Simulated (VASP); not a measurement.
# Ga3S2 (P6/mmm) in VASP: notebook

The runs below take Ga3S2 through single point, with PBE.

Program: VASP 6.6.1. These are calculated values, not measurements. Logs are shortened: lines on timing, memory, paths and dates and some standing lists are left out, and cuts for length are marked.

## 1. The cell of the first run

It takes space group P6/mmm (No. 191, hexagonal). Conventional cell: a = 4.002 Å, b = 4.002 Å, c = 8.618 Å, α = 90.00°, β = 90.00°, γ = 120.00°. Within 3.1 Å of Ga (site symmetry -6m2) lie 6 Ga at 2.31 Å. Within 3.1 Å of Ga (site symmetry 6/mmm) lie 6 Ga at 2.31 Å. S (site symmetry -6m2) has 3 S at 2.31 Å within 3.1 Å.

## 2. Single point, PBE

Input file INCAR:

```
PREC = Accurate
ENCUT = 520
EDIFF = 1E-7
ISMEAR = 0
SIGMA = 0.1
LREAL = False
LASPH = True
NELM = 80
ALGO = Normal
ISIF = 2
LWAVE = False
LCHARG = False
GGA = PE
NBANDS = 34
```

Input file KPOINTS:

```
Automatic mesh
0
Gamma
  6 6 2
```

Input file POSCAR:

```
Ga3S2
1.0
    4.0021492200      0.0000000000      0.0000000000
   -2.0010746100      3.4659628900      0.0000000000
    0.0000000000      0.0000000000      8.6178574300
Ga S
3 2
Direct
    0.3333333300      0.6666666700      0.5000000000
    0.6666666700      0.3333333300      0.5000000000
    0.0000000000      0.0000000000      0.5000000000
    0.3333333300      0.6666666700      0.0000000000
    0.6666666700      0.3333333300      0.0000000000
```

Potentials or basis: VASP PAW PBE potentials, release 64 (Ga_d, S).

Run with:

```console
> cat potpaw_PBE.64/Ga_d/POTCAR potpaw_PBE.64/S/POTCAR > POTCAR
> mpirun -np 1 vasp_std > vasp.out
```

OUTCAR:

```text
PREC = Accurate
   ENCUT = 520
   EDIFF = 1E-7
   ISMEAR = 0
   LREAL = False
   LASPH = True
   NELM = 80
   ISIF = 2
   GGA = PE

 ion  position               nearest neighbor table
   1  0.333  0.667  0.500-   2 2.31   3 2.31   2 2.31   3 2.31   3 2.31   2 2.31
   2  0.667  0.333  0.500-   1 2.31   3 2.31   1 2.31   3 2.31   3 2.31   1 2.31
   3  0.000  0.000  0.500-   1 2.31   2 2.31   1 2.31   2 2.31   2 2.31   1 2.31
   4  0.333  0.667  0.000-   5 2.31   5 2.31   5 2.31
   5  0.667  0.333  0.000-   4 2.31   4 2.31   4 2.31

  LATTYP: Found a hexagonal cell.
 ALAT       =     4.0021492200
 C/A-ratio  =     2.1533073747

  Lattice vectors:

 A1 = (   4.0021492200,   0.0000000000,   0.0000000000)
 A2 = (  -2.0010746100,   3.4659628900,   0.0000000000)
 A3 = (   0.0000000000,   0.0000000000,   8.6178574300)

Analysis of symmetry for initial positions (statically):
=====================================================================
 Subroutine PRICEL returns:
 Original cell was already a primitive cell.

 Routine SETGRP: Setting up the symmetry group for a
 hexagonal supercell.

 Subroutine GETGRP returns: Found 24 space group operations
 (whereof 24 operations were pure point group operations)
 out of a pool of 24 trial point group operations.

The static configuration has the point symmetry D_6h.

Analysis of symmetry for dynamics (positions and initial velocities):
=====================================================================
 Subroutine PRICEL returns:
 Original cell was already a primitive cell.

 Routine SETGRP: Setting up the symmetry group for a
 hexagonal supercell.

 Subroutine GETGRP returns: Found 24 space group operations
 (whereof 24 operations were pure point group operations)
 out of a pool of 24 trial point group operations.

The dynamic configuration has the point symmetry D_6h.

 Subroutine INISYM returns: Found 24 space group operations
 (whereof 24 operations are pure point group operations),
 and found     1 'primitive' translations

----------------------------------------------------------------------------------------

                                     Primitive cell

  volume of cell :     119.5409

  direct lattice vectors                    reciprocal lattice vectors
     4.002149220  0.000000000  0.000000000     0.249865746  0.144260056  0.000000000
    -2.001074610  3.465962890  0.000000000     0.000000000  0.288520112  0.000000000
     0.000000000  0.000000000  8.617857430     0.000000000  0.000000000  0.116038123

  length of vectors
     4.002149220  4.002149216  8.617857430     0.288520111  0.288520112  0.116038123

  position of ions in fractional coordinates (direct lattice)
     0.333333330  0.666666670  0.500000000
     0.666666670  0.333333330  0.500000000
     0.000000000  0.000000000  0.500000000
     0.333333330  0.666666670  0.000000000
     0.666666670  0.333333330  0.000000000

  ion indices of the primitive-cell ions
   primitive index   ion index
                 1           1
                 2           2
                 3           3
                 4           4
                 5           5

----------------------------------------------------------------------------------------

 KPOINTS: Automatic mesh

Automatic generation of k-mesh.
 Grid dimensions read from file:
 generate k-points for:    6    6    2

 Generating k-lattice:

  Cartesian coordinates                     Fractional coordinates (reciprocal lattice)
     0.041644291  0.024043343  0.000000000     0.166666667 -0.000000000  0.000000000
     0.000000000  0.048086685  0.000000000     0.000000000  0.166666667  0.000000000
     0.000000000  0.000000000  0.058019061     0.000000000  0.000000000  0.500000000

  Length of vectors
     0.048086685  0.048086685  0.058019061

  Shift w.r.t. Gamma in fractional coordinates (k-lattice)
     0.000000000  0.000000000  0.000000000

 Subroutine IBZKPT returns following result:
 ===========================================

 Found     14 irreducible k-points:

 Following reciprocal coordinates:
            Coordinates               Weight
  0.000000  0.000000  0.000000      1.000000
  0.166667 -0.000000  0.000000      6.000000
  0.333333 -0.000000  0.000000      6.000000
  0.500000  0.000000  0.000000      3.000000
  0.166667  0.166667  0.000000      6.000000
  0.333333  0.166667  0.000000     12.000000
  0.333333  0.333333  0.000000      2.000000
  0.000000  0.000000  0.500000      1.000000
  0.166667 -0.000000  0.500000      6.000000
  0.333333 -0.000000  0.500000      6.000000
  0.500000  0.000000  0.500000      3.000000
  0.166667  0.166667  0.500000      6.000000
  0.333333  0.166667  0.500000     12.000000
  0.333333  0.333333  0.500000      2.000000
   k-points           NKPTS =     14   k-points in BZ     NKDIM =     14   number of bands    NBANDS=     34
   number of dos      NEDOS =    301   number of ions     NIONS =      5
   total plane-waves  NPLWV =  57600
   dimension x,y,z NGX =    30 NGY =   30 NGZ =   64
   dimension x,y,z NGXF=    60 NGYF=   60 NGZF=  128
   ions per type =               3   2
   NGX,Y,Z   is equivalent  to a cutoff of  12.46, 12.46, 12.35 a.u.
   NGXF,Y,Z  is equivalent  to a cutoff of  24.92, 24.92, 24.69 a.u.
 SYSTEM =  unknown system
   PREC   = accura    normal or accurate (medium, high low for compatibility)
   ISTART =      0    job   : 0-new  1-cont  2-samecut
   ICHARG =      2    charge: 1-file 2-atom 10-const
   ISPIN  =      1    spin polarized calculation?
   LNONCOLLINEAR =      F non collinear calculations
   LSORBIT =      F    spin-orbit coupling
   LASPH  =      T    aspherical Exc in radial PAW
   ENCUT  =  520.0 eV  38.22 Ry    6.18 a.u.   7.44  7.44 16.02*2*pi/ulx,y,z
   NELM   =     80;   NELMIN=  2; NELMDL= -5     # of ELM steps
   EDIFF  = 0.1E-06   stopping-criterion for ELM
   LREAL  =      F    real-space projection
   EDIFFG = 0.1E-05   stopping-criterion for IOM
   NSW    =      0    number of steps for IOM
   IBRION =     -1    ionic relax: 0-MD 1-quasi-New 2-CG
   NFREE  =      0    steps in history (QN), initial steepest desc. (CG)
   ISIF   =      2    stress and relaxation
   ISYM   =      2    0-nonsym 1-usesym 2-fastsym
   POTIM  = 0.5000    time-step for ionic-motion
   TEBEG  =    0.0;   TEEND  =   0.0 temperature during run
   PSTRESS=    0.0 pullay stress
   NELECT =      51.0000    total number of electrons
   NUPDOWN=      -1.0000    fix difference up-down
   EMIN   =  10.00;   EMAX   =-10.00  energy-range for DOS
   EFERMI =   0.00;   METHOD = LEGACY
   ISMEAR =     0;   SIGMA  =   0.10  broadening in eV -4-tet -1-fermi 0-gaus
   EFERMI_NEDOS =   21; number of points for ismear=-14 and -15
   IALGO  =     38    algorithm
   IMIX   =      4    mixing-type and parameters
     AMIX     =   0.40;   BMIX     =  1.00
     AMIX_MAG =   1.60;   BMIX_MAG =  1.00
  volume/ion in A,a.u.               =      23.91       161.34
  Fermi-wavevector in a.u.,A,eV,Ry     =   1.232422  2.328940 20.665394  1.518864
  Thomas-Fermi vector in A             =   2.367193
   LORBIT       =      0    0 simple, 1 ext, 2 COOP (PROOUT), +10 PAW based schemes
   GGA     = PE    functional components
   LHFCALC =     F    Hartree Fock is set to
   AEXX    =    0.0000 exact exchange contribution
   IVDW    =     0    specifies the selected vdW correction
   LEPSILON=     F    determine dielectric tensor
   LRPA    =     F    only Hartree local field effects (RPA)
 non-spin polarized calculation
 Gauss-broadening in eV      SIGMA  =   0.10
  energy-cutoff  :      520.00
  volume of cell :      119.54
 maximum number of plane-waves:      3255
 NGX is ok and might be reduce to    30
   NGX = 15   NGY = 15   NGZ = 33

 number of electron      50.9999992 magnetization

 Free energy of the ion-electron system (eV)
  ---------------------------------------------------
  ext. energy  EPLUGINS =         0.00000000
  ---------------------------------------------------
  free energy    TOTEN  =       -11.55624355 eV

  energy without entropy =      -11.53348076  energy(sigma->0) =      -11.54486215

 E-fermi :   3.3165     XC(G=0):  -8.7846

 val. band max:        3.2980122275   @ k =   0.1667  -0.0000   0.0000
 cond. band min:       3.3231521608   @ k =   0.5000   0.0000   0.0000
 fundamental gap:      0.0251399334
 Fermi energy:         3.3165009588

 k-point     1 :       0.0000    0.0000    0.0000
  band No.  band energies     occupation
      1     -13.3736      2.00000
      2     -12.7914      2.00000
      3     -12.6773      2.00000
      4     -12.6773      2.00000
      5     -12.5258      2.00000
      6     -12.5258      2.00000
[... 26 lines left out ...]
     33      11.0256      0.00000
     34      11.1425      0.00000

 k-point     2 :       0.1667   -0.0000    0.0000
  band No.  band energies     occupation
      1     -13.2423      2.00000
      2     -12.9550      2.00000
      3     -12.8092      2.00000
      4     -12.7208      2.00000
      5     -12.6440      2.00000
      6     -12.6100      2.00000
[... 26 lines left out ...]
     33       8.7249      0.00000
     34       9.9033      0.00000

 k-point     3 :       0.3333   -0.0000    0.0000
  band No.  band energies     occupation
      1     -13.3365      2.00000
      2     -12.9719      2.00000
      3     -12.9368      2.00000
      4     -12.8248      2.00000
      5     -12.7439      2.00000
      6     -12.5973      2.00000
[... 26 lines left out ...]
     33       9.8421      0.00000
     34      10.4499      0.00000
[... 334 lines left out ...]
 k-point    13 :       0.3333    0.1667    0.5000
  band No.  band energies     occupation
      1     -13.4004      2.00000
      2     -13.1718      2.00000
      3     -13.1186      2.00000
      4     -12.7243      2.00000
      5     -12.5882      2.00000
      6     -12.5380      2.00000
[... 26 lines left out ...]
     33       9.5314      0.00000
     34      10.5003      0.00000

 k-point    14 :       0.3333    0.3333    0.5000
  band No.  band energies     occupation
      1     -13.3139      2.00000
      2     -13.3132      2.00000
      3     -13.3132      2.00000
      4     -12.5965      2.00000
      5     -12.5943      2.00000
      6     -12.5943      2.00000
[... 26 lines left out ...]
     33       8.4808      0.00000
     34       8.6363      0.00000

------------------------ aborting loop because EDIFF is reached ----------------------------------------

  FORCE on cell =-STRESS in cart. coord.  units (eV):
  Direction    XX          YY          ZZ          XY          YZ          ZX
  --------------------------------------------------------------------------------------
  -------------------------------------------------------------------------------------
  Total       20.5300048     20.5300048     -0.3573943      0.0000000      0.0000000     -0.0000000
  in kB      275.1586331    275.1586324     -4.7900683      0.0000000      0.0000000     -0.0000000
  external PRESSURE =     181.8423991 kB  Pullay stress =       0.0000000 kB

 VOLUME and BASIS-vectors are now :
 -----------------------------------------------------------------------------
  energy-cutoff  :      520.00
  volume of cell :      119.54
      direct lattice vectors                 reciprocal lattice vectors
     4.002149220  0.000000000  0.000000000     0.249865746  0.144260056  0.000000000
    -2.001074610  3.465962890  0.000000000     0.000000000  0.288520112  0.000000000
     0.000000000  0.000000000  8.617857430     0.000000000  0.000000000  0.116038123

 POSITION                                       TOTAL-FORCE (eV/Angst)
 -----------------------------------------------------------------------------------
     -0.00000      2.31064      4.30893         0.000000      0.000000      0.000000
      2.00107      1.15532      4.30893        -0.000000      0.000000     -0.000000
      0.00000      0.00000      4.30893         0.000000      0.000000      0.000000
     -0.00000      2.31064      0.00000        -0.000000     -0.000000      0.000000
      2.00107      1.15532      0.00000         0.000000      0.000000      0.000000
 -----------------------------------------------------------------------------------
    total drift:                               -0.000000      0.000000      0.000000

  FREE ENERGIE OF THE ION-ELECTRON SYSTEM (eV)
  ---------------------------------------------------
  free  energy   TOTEN  =       -11.5562435460 eV

  energy  without entropy=      -11.5334807578  energy(sigma->0) =      -11.54486215
```

It took 38 s on 1 thread of Intel Xeon 6975P-C (Granite Rapids), shared host; peak memory 0.24 GiB.

What came out:

```yaml
Free_energy: -11.5562 eV
Pressure: 18.2 GPa
```

Stress tensor (GPa, compression positive):
```
27.52  0.00  0.00
 0.00 27.52  0.00
 0.00  0.00 -0.48
```

Caveat: the k points lie up to 0.36 Å⁻¹ apart.

(Continued in part 2 of 2.)
